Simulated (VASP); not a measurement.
# Pd (Im-3m) in VASP: a series of runs, part 2 of 2

VASP 6.6.1. Earlier steps stand in the parts before.

**5. Single point, LDA, collinear spin (15.38 Å³/atom)**

This run uses another cell than the first one, of 15.38 Å³/atom.

The input, INCAR:

```
SYSTEM = Pd
PREC = Accurate ; ENCUT = 520
EDIFF = 1E-6 ; ISMEAR = -1
SIGMA = 0.05 ; LREAL = .FALSE.
LASPH = .TRUE. ; NELM = 150
ALGO = Normal ; ISIF = 2
LWAVE = .FALSE. ; LCHARG = .TRUE.
ISPIN = 2 ; MAGMOM = 0.5 -0.5
LORBIT = 11 ; LMAXMIX = 4
LELF = .TRUE. ; LVHAR = .TRUE.
NBANDS = 21
```

The input, KPOINTS:

```
regular mesh
0
G
  12 12 12
  0 0 0
```

The input, POSCAR:

```
Pd
1.0
    3.1331833732      0.0000000000      0.0000000000
    0.0000000000      3.1331833732      0.0000000000
    0.0000000000      0.0000000000      3.1331833732
Pd
2
Direct
    0.0000000000      0.0000000000      0.0000000000
    0.5000000000      0.5000000000      0.5000000000
```

Potentials or basis: VASP PAW LDA potentials, release 64 (Pd).

On the command line:

```bash
$ cat potpaw_LDA.64/Pd/POTCAR > POTCAR
$ mpirun -np 1 vasp_std > vasp.out
```

OUTCAR:

```text
SYSTEM = Pd
   PREC = Accurate
   ENCUT = 520
   EDIFF = 1E-6
   ISMEAR = -1
   LREAL = .FALSE.
   LASPH = .TRUE.
   NELM = 150
   ISIF = 2
   ISPIN = 2
   LORBIT = 11

 ion  position               nearest neighbor table
   1  0.000  0.000  0.000-   2 2.71   2 2.71   2 2.71   2 2.71   2 2.71   2 2.71   2 2.71   2 2.71

   2  0.500  0.500  0.500-   1 2.71   1 2.71   1 2.71   1 2.71   1 2.71   1 2.71   1 2.71   1 2.71

  LATTYP: Found a simple cubic cell.
 ALAT       =     3.1331833732

  Lattice vectors:

 A1 = (   3.1331833732,   0.0000000000,   0.0000000000)
 A2 = (   0.0000000000,   3.1331833732,   0.0000000000)
 A3 = (   0.0000000000,   0.0000000000,   3.1331833732)

Analysis of symmetry for initial positions (statically):
[... 1396 lines left out ...]
  energy-cutoff  :      520.00
  volume of cell :       30.76
      direct lattice vectors                 reciprocal lattice vectors
     3.133183373  0.000000000  0.000000000     0.319164211  0.000000000  0.000000000
     0.000000000  3.133183373  0.000000000     0.000000000  0.319164211  0.000000000
     0.000000000  0.000000000  3.133183373     0.000000000  0.000000000  0.319164211

 POSITION                                       TOTAL-FORCE (eV/Angst)
 -----------------------------------------------------------------------------------
      0.00000      0.00000      0.00000         0.000000     -0.000000     -0.000000
      1.56659      1.56659      1.56659        -0.000000      0.000000      0.000000
 -----------------------------------------------------------------------------------
    total drift:                                0.000000      0.000000     -0.000000

  FREE ENERGIE OF THE ION-ELECTRON SYSTEM (eV)
  ---------------------------------------------------
  free  energy   TOTEN  =       -12.7791719560 eV

  energy  without entropy=      -12.7549498098  energy(sigma->0) =      -12.76706088

 total charge

# of ion       s       p       d       tot
------------------------------------------
    1        0.470   0.433   8.459   9.362
    2        0.470   0.433   8.459   9.362
--------------------------------------------------
tot          0.939   0.866  16.919  18.724

 magnetization (x)

# of ion       s       p       d       tot
------------------------------------------
    1        0.000   0.000  -0.000  -0.000
    2       -0.000  -0.000   0.000   0.000
--------------------------------------------------
tot          0.000   0.000   0.000   0.000
```

stdout:

```text
POSCAR found type information on POSCAR Pd
 POSCAR found :  1 types and       2 ions
 scaLAPACK will be used
 LDA part: xc-table for (Slater(with rela. corr.)+CA(PZ))
 , standard interpolation
 POSCAR, INCAR and KPOINTS ok, starting setup
 FFT: planning ... GRIDC
 FFT: planning ... GRID_SOFT
 FFT: planning ... GRID
 WAVECAR not read
 entering main loop
```

Wall time 22 s (1 thread of Intel Xeon 6975P-C (Granite Rapids), shared host); peak memory 0.19 GiB.

Results:

* Free energy: -12.7792 eV
* Pressure: -13.5 GPa
* Band gap on the k mesh: zero (filled and empty bands overlap)
* Net moment: 0.00 μB per cell
* Valence electrons inside the program's atomic spheres: Pd 9.36

Levels at points of the mesh, in eV from the Fermi level:
Spin up:
| k point | band 8 | band 9 | band 10 | band 11 | band 12 | band 13 |
| --- | --- | --- | --- | --- | --- | --- |
| (0.00, 0.00, 0.00) | -0.87 | 0.21 | 0.21 | 0.21 | 8.98 | 8.98 |
| (0.50, 0.00, 0.00) | -2.18 | -1.40 | -1.40 | 0.68 | 0.68 | 16.45 |
| (0.50, 0.50, 0.00) | -0.65 | 0.58 | 0.58 | 1.42 | 1.42 | 7.56 |
| (0.50, 0.50, 0.50) | -0.61 | -0.61 | -0.61 | 8.43 | 8.43 | 9.27 |
Spin down:
| k point | band 7 | band 8 | band 9 | band 10 | band 11 | band 12 | band 13 | band 14 |
| --- | --- | --- | --- | --- | --- | --- | --- | --- |
| (0.00, 0.00, 0.00) | -0.87 | -0.87 | 0.21 | 0.21 | 0.21 | 8.98 | 8.98 | 8.98 |
| (0.50, 0.00, 0.00) | -2.18 | -2.18 | -1.40 | -1.40 | 0.68 | 0.68 | 16.45 | 16.45 |
| (0.50, 0.50, 0.00) | -0.65 | -0.65 | 0.58 | 0.58 | 1.42 | 1.42 | 7.56 | 7.56 |
| (0.50, 0.50, 0.50) | -0.61 | -0.61 | -0.61 | -0.61 | 8.43 | 8.43 | 9.27 | 9.27 |

Caveat: the cell stands under tension.

**6. Single point, LDA, collinear spin (15.95 Å³/atom)**

This run uses another cell than the first one, of 15.95 Å³/atom.

The input, INCAR:

```
SYSTEM = Pd
PREC = Accurate
ENCUT = 520
EDIFF = 1E-7
ISMEAR = -1
SIGMA = 0.05
LREAL = .FALSE.
LASPH = .TRUE.
NELM = 150
ALGO = Normal
ISIF = 2
LWAVE = .FALSE.
LCHARG = .TRUE.
ISPIN = 2
MAGMOM = 0.5 -0.5
LORBIT = 11
LMAXMIX = 4
GGA = CA
LELF = .TRUE.
LVHAR = .TRUE.
NBANDS = 21
```

KPOINTS is that of step 5.

The input, POSCAR:

```
Pd
1.0
    3.1713966926      0.0000000000      0.0000000000
    0.0000000000      3.1713966926      0.0000000000
    0.0000000000      0.0000000000      3.1713966926
Pd
2
Direct
    0.0000000000      0.0000000000      0.0000000000
    0.5000000000      0.5000000000      0.5000000000
```

Potentials or basis: VASP PAW LDA potentials, release 64 (Pd).

On the command line:

```bash
$ cat potpaw_LDA.64/Pd/POTCAR > POTCAR
$ mpirun -np 1 vasp_std > vasp.out
```

Run time: 25 s. Hardware: 1 thread of Intel Xeon 6975P-C (Granite Rapids), shared host; peak memory 0.19 GiB.

Results (log left out):

```yaml
Free_energy: -12.6667 eV
Pressure: -18.1 GPa
Band_gap_on_the_k_mesh: zero (filled and empty bands overlap)
Net_moment: 0.00 μB per cell
Valence_electrons_inside_the_program's_atomic_spheres: Pd 9.30
```

Levels at points of the mesh, in eV from the Fermi level:
Spin up:
| k point | band 6 | band 7 | band 8 | band 9 | band 10 | band 11 | band 12 | band 13 | band 14 | band 15 |
| --- | --- | --- | --- | --- | --- | --- | --- | --- | --- | --- |
| (0.00, 0.00, 0.00) | -2.64 | -0.82 | -0.82 | 0.19 | 0.19 | 0.19 | 8.84 | 8.84 | 8.84 | 16.32 |
| (0.50, 0.00, 0.00) | -2.06 | -2.06 | -2.06 | -1.32 | -1.32 | 0.65 | 0.65 | 16.04 | 16.04 | 16.04 |
| (0.50, 0.50, 0.00) | -0.91 | -0.62 | -0.62 | 0.54 | 0.54 | 1.48 | 1.48 | 7.27 | 7.27 | 14.89 |
| (0.50, 0.50, 0.50) | -3.20 | -0.58 | -0.58 | -0.58 | -0.58 | 8.17 | 8.17 | 9.05 | 9.05 | 9.05 |
Spin down:
```csv
k point,band 6,band 7,band 8,band 9,band 10,band 11,band 12,band 13,band 14,band 15
"(0.00, 0.00, 0.00)",-2.64,-0.82,-0.82,0.19,0.19,0.19,8.84,8.84,8.84,16.32
"(0.50, 0.00, 0.00)",-2.06,-2.06,-2.06,-1.32,-1.32,0.65,0.65,16.04,16.04,16.04
"(0.50, 0.50, 0.00)",-0.91,-0.62,-0.62,0.54,0.54,1.48,1.48,7.27,7.27,14.89
"(0.50, 0.50, 0.50)",-3.20,-0.58,-0.58,-0.58,-0.58,8.17,8.17,9.05,9.05,9.05
```

Caveat: the cell stands under tension.

**7. Summary**

| cell | gap on the mesh (eV) | pressure (GPa) | moment (μB) |
| --- | --- | --- | --- |
| a = 3.013 Å, 2 atoms | none | 10.7 | 0.00 |
| a = 3.054 Å, 2 atoms | none | 0.5 | 0.00 |
| a = 3.094 Å, 2 atoms | none | -7.4 | 0.00 |
| a = 3.133 Å, 2 atoms | none | -13.5 | 0.00 |
| a = 3.171 Å, 2 atoms | none | -18.1 | 0.00 |

Alike in all rows: task single point; level LDA; potentials or basis VASP PAW LDA potentials, release 64 (Pd); spin collinear; k mesh 12 × 12 × 12; cutoff (eV) 520; smearing fermi-dirac 0.05 eV.

Caveats: the cell stands under tension (at least some runs); the cell stands under pressure (at least some runs).

Absolute energies hang on the potentials; compare differences alone.
